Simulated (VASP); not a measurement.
# Ga27As26 (a cell with a defect) in VASP: single point with PBE

Aim: the single point of Ga27As26 (a cell with a defect) with PBE.

Program: VASP 6.6.1. These are calculated values, not measurements. Logs are shortened: lines on timing, memory, paths and dates and some standing lists are left out, and cuts for length are marked.

**1. The cell of the first run**

The cell holds a defect, 53 atoms: a = 11.993 Å, b = 11.993 Å, c = 11.993 Å, α = 60.00°, β = 60.00°, γ = 60.00°.

**2. Single point, PBE, collinear spin**

Input file INCAR:

```
PREC     = Accurate       # precision mode
ENCUT    = 520            # plane-wave cutoff, eV
EDIFF    = 1E-6           # SCF threshold, eV
ISMEAR   = 0              # smearing method
SIGMA    = 0.05           # smearing width, eV
LREAL    = Auto         
LASPH    = True           # aspherical terms in the spheres
NELM     = 150            # most SCF steps
ALGO     = Normal         # electronic algorithm
ISIF     = 2              # what is computed and relaxed
LWAVE    = False          # write WAVECAR
LCHARG   = True           # write CHGCAR
ISPIN    = 2              # spin polarisation
MAGMOM   = 0.2 0.2 0 0.2 0 0 0 0 0 0.2 0 0 0 0 0 0 0 0 0 0 0 0 0 0 0 0 0 0 0 0 0 0 0 0 0 0 0 0 0 0 0 0 0 0 0 0 0 0 0 0 0 0 0 # initial moments
LORBIT   = 11             # projections on sites
GGA      = PE             # functional
LELF     = True           # ELF
LVHAR    = True         
NBANDS   = 276            # bands
NCORE    = 4
```

Input file KPOINTS:

```
regular mesh
0
Gamma
  1 1 1
```

Input file POSCAR:

```
Ga27As26
1.0
    0.0000000000      8.4805500000      8.4805500000
    8.4805500000      0.0000000000      8.4805500000
    8.4805500000      8.4805500000      0.0000000000
Ga As
27 26
Direct
    0.0007889159      0.0013861912      0.0005945531
   -0.0011434314     -0.0004254973      0.3361763823
   -0.0015298055     -0.0014442439      0.6685220088
    0.0015255438      0.3278530385      0.0019598228
   -0.0013166115      0.3346846626      0.3340795200
   -0.0011007616      0.3344401717      0.6660224996
   -0.0014376950      0.6679720480     -0.0012385803
   -0.0013660177      0.6663645867      0.3340820238
   -0.0014148945      0.6676296735      0.6685164101
    0.3318911283      0.0005764347      0.0004272164
    0.3345816409     -0.0014169783      0.3342023221
    0.3343178872     -0.0011762394      0.6660442253
    0.3337885616      0.3344578539     -0.0011046258
    0.3333015496      0.3334610696      0.3332220055
    0.3338283293      0.3344214941      0.6661423633
    0.3339122547      0.6662468659     -0.0012139430
    0.3343074649      0.6662844308      0.3342434013
    0.3340678893      0.6664023972      0.6665673423
    0.6680995713     -0.0014333985     -0.0013285834
    0.6661799627     -0.0014239799      0.3341182621
    0.6677439255     -0.0014219645      0.6685192559
    0.6657868200      0.3343975531     -0.0009956729
    0.6658449117      0.3348125301      0.3340120297
    0.6662128665      0.3343336262      0.6665429686
    0.6682170544      0.6679132181     -0.0013075775
    0.6663296759      0.6663676988      0.3343389036
    0.6662884427      0.6663104678      0.6666203154
    0.0840146178      0.0840874718      0.4152123059
    0.0837961257      0.0838872979      0.7510748866
    0.0834154148      0.4144349971      0.0837463209
    0.0833280061      0.4169523730      0.4165531785
    0.0834499265      0.4144267245      0.7518769331
    0.0835395312      0.7515407110      0.0837123876
    0.0837979223      0.7507422086      0.4150747999
    0.0839350099      0.7497273811      0.7499501201
    0.4146772993      0.0838937678      0.0838087746
    0.4167502557      0.0834428531      0.4165827112
    0.4146972945      0.0838837209      0.7510516953
    0.4163983777      0.4168565253      0.0832925202
    0.4164475298      0.4168611485      0.4166699832
    0.4167614602      0.4169920655      0.7497928503
    0.4146356688      0.7510526569      0.0838061987
    0.4169602529      0.7496849224      0.4171277983
    0.4168891071      0.7497893513      0.7497500087
    0.7510801034      0.0838994624      0.0837286995
    0.7503136316      0.0841274997      0.4150674747
    0.7496557185      0.0841259217      0.7498957173
    0.7512968024      0.4145672587      0.0837257362
    0.7496211823      0.4170001572      0.4170872900
    0.7497195914      0.4169152389      0.7498627833
    0.7496902722      0.7497394569      0.0842220570
    0.7496298596      0.7496513875      0.4171555118
    0.7497090017      0.7497494326      0.7499114933
```

Potentials or basis: VASP PAW PBE potentials, release 64 (Ga_d, As).

On the command line:

```
$ cat potpaw_PBE.64/Ga_d/POTCAR potpaw_PBE.64/As/POTCAR > POTCAR
$ mpirun -np 4 vasp_gam > vasp.out
```

OUTCAR:

```text
PREC = Accurate
   ENCUT = 520
   EDIFF = 1E-6
   ISMEAR = 0
   LREAL = Auto
   LASPH = True
   NELM = 150
   ISIF = 2
   ISPIN = 2
   LORBIT = 11
   GGA = PE

 ion  position               nearest neighbor table
   1  0.001  0.001  0.001-  29 2.44  45 2.45  33 2.45
   2  0.999  1.000  0.336-  46 2.43  28 2.44  34 2.44
   3  0.998  0.999  0.669-  47 2.44  35 2.44  29 2.48  28 2.48
   4  0.002  0.328  0.002-  32 2.45  48 2.45  30 2.45
   5  0.999  0.335  0.334-  49 2.44  31 2.44  30 2.45  28 2.45
   6  0.999  0.334  0.666-  50 2.44  31 2.44  32 2.45  29 2.45
   7  0.999  0.668  0.999-  35 2.44  51 2.44  33 2.48  30 2.48
   8  0.999  0.666  0.334-  52 2.44  31 2.44  33 2.45  34 2.45
   9  0.999  0.668  0.669-  53 2.44  35 2.44  32 2.48  34 2.48
  10  0.332  0.001  0.000-  38 2.44  36 2.44  42 2.44
  11  0.335  0.999  0.334-  43 2.44  37 2.44  36 2.45  28 2.45
  12  0.334  0.999  0.666-  44 2.44  37 2.44  38 2.45  29 2.45
  13  0.334  0.334  0.999-  41 2.44  39 2.44  30 2.45  36 2.45
  14  0.333  0.333  0.333-  39 2.45  31 2.45  40 2.45  37 2.45
  15  0.334  0.334  0.666-  41 2.44  40 2.44  32 2.45  38 2.45
  16  0.334  0.666  0.999-  44 2.44  39 2.44  33 2.45  42 2.45
[... 35 lines left out ...]
  52  0.750  0.750  0.417-  20 2.44   8 2.44  26 2.44  27 2.44
  53  0.750  0.750  0.750-  25 2.44  21 2.44   9 2.44  27 2.45

  LATTYP: Found a face centered cubic cell.
 ALAT       =    16.9611000000

  Lattice vectors:

 A1 = (   0.0000000000,   8.4805500000,   8.4805500000)
 A2 = (   8.4805500000,   0.0000000000,   8.4805500000)
 A3 = (   8.4805500000,   8.4805500000,   0.0000000000)

Analysis of symmetry for initial positions (statically):
=====================================================================
 Subroutine PRICEL returns:
 Original cell was already a primitive cell.

 Routine SETGRP: Setting up the symmetry group for a
 face centered cubic supercell.

 Subroutine GETGRP returns: Found  1 space group operations
 (whereof  1 operations were pure point group operations)
 out of a pool of 48 trial point group operations.

The static configuration has the point symmetry C_1 .

Analysis of symmetry for dynamics (positions and initial velocities):
=====================================================================
 Subroutine PRICEL returns:
 Original cell was already a primitive cell.

 Routine SETGRP: Setting up the symmetry group for a
 face centered cubic supercell.

 Subroutine GETGRP returns: Found  1 space group operations
 (whereof  1 operations were pure point group operations)
 out of a pool of 48 trial point group operations.

The dynamic configuration has the point symmetry C_1 .

Analysis of structural, dynamic, and magnetic symmetry:
=====================================================================
 Subroutine PRICEL returns:
 Original cell was already a primitive cell.

 Routine SETGRP: Setting up the symmetry group for a
 face centered cubic supercell.

 Subroutine GETGRP returns: Found  1 space group operations
 (whereof  1 operations were pure point group operations)
 out of a pool of 48 trial point group operations.

The overall configuration has the point symmetry C_1 .

 Subroutine INISYM returns: Found  1 space group operations
 (whereof  1 operations are pure point group operations),
 and found     1 'primitive' translations

----------------------------------------------------------------------------------------

                                     Primitive cell

  volume of cell :    1219.8377

  direct lattice vectors                    reciprocal lattice vectors
     0.000000000  8.480550000  8.480550000    -0.058958440  0.058958440  0.058958440
     8.480550000  0.000000000  8.480550000     0.058958440 -0.058958440  0.058958440
     8.480550000  8.480550000  0.000000000     0.058958440  0.058958440 -0.058958440
[... 158 lines left out ...]
   LSORBIT =      F    spin-orbit coupling
   LASPH  =      T    aspherical Exc in radial PAW
   ENCUT  =  520.0 eV  38.22 Ry    6.18 a.u.  22.30 22.30 22.30*2*pi/ulx,y,z
   NELM   =    150;   NELMIN=  2; NELMDL= -5     # of ELM steps
   EDIFF  = 0.1E-05   stopping-criterion for ELM
   LREAL  =      T    real-space projection
   EDIFFG = 0.1E-04   stopping-criterion for IOM
   NSW    =      0    number of steps for IOM
   IBRION =     -1    ionic relax: 0-MD 1-quasi-New 2-CG
   NFREE  =      0    steps in history (QN), initial steepest desc. (CG)
   ISIF   =      2    stress and relaxation
   ISYM   =      2    0-nonsym 1-usesym 2-fastsym
   POTIM  = 0.5000    time-step for ionic-motion
   TEBEG  =    0.0;   TEEND  =   0.0 temperature during run
   PSTRESS=    0.0 pullay stress
   NELECT =     481.0000    total number of electrons
   NUPDOWN=      -1.0000    fix difference up-down
   EMIN   =  10.00;   EMAX   =-10.00  energy-range for DOS
   EFERMI =   0.00;   METHOD = LEGACY
   ISMEAR =     0;   SIGMA  =   0.05  broadening in eV -4-tet -1-fermi 0-gaus
   EFERMI_NEDOS =   21; number of points for ismear=-14 and -15
   IALGO  =     38    algorithm
   IMIX   =      4    mixing-type and parameters
     AMIX     =   0.40;   BMIX     =  1.00
     AMIX_MAG =   1.60;   BMIX_MAG =  1.00
  volume/ion in A,a.u.               =      23.02       155.32
  Fermi-wavevector in a.u.,A,eV,Ry     =   1.200483  2.268583 19.608149  1.441158
  Thomas-Fermi vector in A             =   2.336317
   LORBIT       =     11    0 simple, 1 ext, 2 COOP (PROOUT), +10 PAW based schemes
   GGA     = PE    functional components
   LHFCALC =     F    Hartree Fock is set to
   AEXX    =    0.0000 exact exchange contribution
   IVDW    =     0    specifies the selected vdW correction
   LEPSILON=     F    determine dielectric tensor
   LRPA    =     F    only Hartree local field effects (RPA)
 spin polarized calculation
 Gauss-broadening in eV      SIGMA  =   0.05
  energy-cutoff  :      520.00
  volume of cell :     1219.84
 maximum number of plane-waves:     16372
 NGX is ok and might be reduce to    84
   NGX = 45   NGY = 45   NGZ = 45

 number of electron     480.9999962 magnetization      -0.0015153

 number of electron     480.9999962 magnetization       0.0000092

 Free energy of the ion-electron system (eV)
  ---------------------------------------------------
  ext. energy  EPLUGINS =         0.00000000
  ---------------------------------------------------
  free energy    TOTEN  =      -201.96561696 eV

  energy without entropy =     -201.93740748  energy(sigma->0) =     -201.95151222

 E-fermi :   4.5506     XC(G=0):  -9.4465

 val. band max:        4.5506206920   @ k =   0.0000   0.0000   0.0000
 cond. band min:       4.5506218415   @ k =   0.0000   0.0000   0.0000
 fundamental gap:      0.0000011495
 Fermi energy:         4.5506212667

 spin component 1

 k-point     1 :       0.0000    0.0000    0.0000
  band No.  band energies     occupation
      1     -11.2314      1.00000
      2     -11.2312      1.00000
      3     -11.2205      1.00000
      4     -11.2157      1.00000
      5     -11.2148      1.00000
      6     -11.2099      1.00000
[... 244 lines left out ...]
    251       5.3456      0.00000
    252       5.3899      0.00000
 Fermi energy:         4.5506212667

 spin component 2

 k-point     1 :       0.0000    0.0000    0.0000
  band No.  band energies     occupation
      1     -11.2314      1.00000
      2     -11.2312      1.00000
      3     -11.2205      1.00000
      4     -11.2157      1.00000
      5     -11.2148      1.00000
      6     -11.2099      1.00000
[... 244 lines left out ...]
    251       5.3456      0.00000
    252       5.3899      0.00000
 [bands above 252 left out]

------------------------ aborting loop because EDIFF is reached ----------------------------------------

  FORCE on cell =-STRESS in cart. coord.  units (eV):
  Direction    XX          YY          ZZ          XY          YZ          ZX
  --------------------------------------------------------------------------------------
  -------------------------------------------------------------------------------------
  Total       38.7801928     38.7944093     38.7704929      0.1359489     -0.0253005     -0.1990617
  in kB       50.9352561     50.9539285     50.9225158      0.1785600     -0.0332306     -0.2614546
  external PRESSURE =      50.9372335 kB  Pullay stress =       0.0000000 kB

 VOLUME and BASIS-vectors are now :
 -----------------------------------------------------------------------------
  energy-cutoff  :      520.00
  volume of cell :     1219.84
      direct lattice vectors                 reciprocal lattice vectors
     0.000000000  8.480550000  8.480550000    -0.058958440  0.058958440  0.058958440
     8.480550000  0.000000000  8.480550000     0.058958440 -0.058958440  0.058958440
     8.480550000  8.480550000  0.000000000     0.058958440  0.058958440 -0.058958440

 POSITION                                       TOTAL-FORCE (eV/Angst)
 -----------------------------------------------------------------------------------
      0.01680      0.01173      0.01845         0.005985      0.008783      0.001547
     11.32790     11.32181     16.94779        -0.034592     -0.022459      0.030503
     14.13774     14.13701     16.93588         0.001238      0.000261      0.002580
      2.79699      0.02956      2.79331         0.008085     -0.004954      0.004888
      5.67149     11.30256     11.30769        -0.005952      0.004070     -0.000309
      8.48447     14.11945     11.30745        -0.005685      0.003204     -0.002495
[... 45 lines left out ...]
      9.89516      9.89498     12.71473        -0.000215      0.003386     -0.019810
     12.71795     12.71761     12.71623        -0.009428     -0.006057     -0.008662
 -----------------------------------------------------------------------------------
    total drift:                                0.018178      0.003204     -0.000386

  FREE ENERGIE OF THE ION-ELECTRON SYSTEM (eV)
  ---------------------------------------------------
  free  energy   TOTEN  =      -201.9656169556 eV

  energy  without entropy=     -201.9374074764  energy(sigma->0) =     -201.95151222

 total charge

# of ion       s       p       d       tot
------------------------------------------
    1        0.908   0.697   9.973  11.578
    2        0.906   0.707   9.975  11.587
    3        0.862   0.803   9.995  11.659
    4        0.909   0.691   9.973  11.573
    5        0.853   0.831   9.998  11.681
    6        0.852   0.831   9.998  11.680
[... 45 lines left out ...]
   52        1.189   1.665   0.028   2.882
   53        1.186   1.665   0.028   2.879
--------------------------------------------------
tot         54.252  64.591 270.569 389.411

 magnetization (x)

# of ion       s       p       d       tot
------------------------------------------
    1        0.000   0.000  -0.000   0.000
    2        0.000  -0.000  -0.000  -0.000
    3       -0.000  -0.000  -0.000  -0.000
    4        0.000   0.000  -0.000   0.000
    5       -0.000  -0.000   0.000  -0.000
    6       -0.000  -0.000   0.000  -0.000
[... 45 lines left out ...]
   52       -0.000   0.000  -0.000   0.000
   53       -0.000  -0.000   0.000  -0.000
--------------------------------------------------
tot         -0.000  -0.000   0.000  -0.000
```

Run time: 12 min. Hardware: 4 MPI ranks of AMD EPYC 7R43 (Zen 3), shared host; peak memory 0.54 GiB.

Results:

| Quantity | Value |
| --- | --- |
| Free energy | -201.9656 eV |
| Pressure | 5.1 GPa |
| Largest force | 0.051 eV/Å |
| Net moment | 0.00 μB per cell |
| Valence electrons inside the program's atomic spheres | Ga 11.58, 11.59, 11.66, 11.57, 11.68, 11.69 (each value once); As 2.85, 2.88 (each value once) |

Forces on the atoms (eV/Å):
```
Ga   0.006  0.009  0.002
Ga  -0.035 -0.022  0.031
Ga   0.001  0.000  0.003
Ga   0.008 -0.005  0.005
Ga  -0.006  0.004  0.000
Ga  -0.006  0.003 -0.002
Ga  -0.002 -0.004 -0.007
Ga  -0.002  0.004  0.001
Ga   0.009 -0.001  0.000
Ga   0.011 -0.012 -0.011
Ga   0.010 -0.007  0.004
Ga   0.004 -0.010  0.000
Ga  -0.001  0.007 -0.006
Ga   0.002  0.000  0.000
Ga  -0.004  0.002  0.002
Ga   0.007  0.010  0.003
Ga  -0.008 -0.006 -0.005
Ga  -0.011  0.010  0.008
Ga   0.002 -0.001  0.001
Ga   0.012 -0.003  0.009
Ga  -0.007 -0.001  0.012
Ga  -0.001  0.005 -0.002
Ga  -0.007  0.005 -0.011
Ga   0.007 -0.009  0.007
Ga   0.002 -0.003 -0.001
Ga   0.007  0.011 -0.008
Ga  -0.011 -0.008 -0.009
As   0.006  0.003  0.010
As  -0.002 -0.003  0.009
As   0.000  0.004  0.001
As  -0.002  0.003  0.003
As  -0.010  0.000 -0.002
As  -0.001  0.005  0.001
As  -0.007  0.003 -0.004
As  -0.008  0.009  0.005
As   0.005 -0.001  0.002
As   0.000 -0.002 -0.001
As   0.004 -0.009 -0.002
As   0.004  0.001 -0.004
As  -0.004 -0.001 -0.001
As   0.000 -0.002  0.008
As  -0.003  0.003 -0.006
As   0.001  0.022 -0.001
As  -0.010  0.000 -0.001
As   0.003  0.001  0.002
As   0.016 -0.015 -0.013
As   0.011 -0.007  0.006
As  -0.007  0.007 -0.001
As   0.021  0.001 -0.001
As   0.000 -0.008  0.002
As   0.006  0.010 -0.007
As   0.000  0.003 -0.020
As  -0.009 -0.006 -0.009
```

Caveat: the k points lie up to 0.64 Å⁻¹ apart.
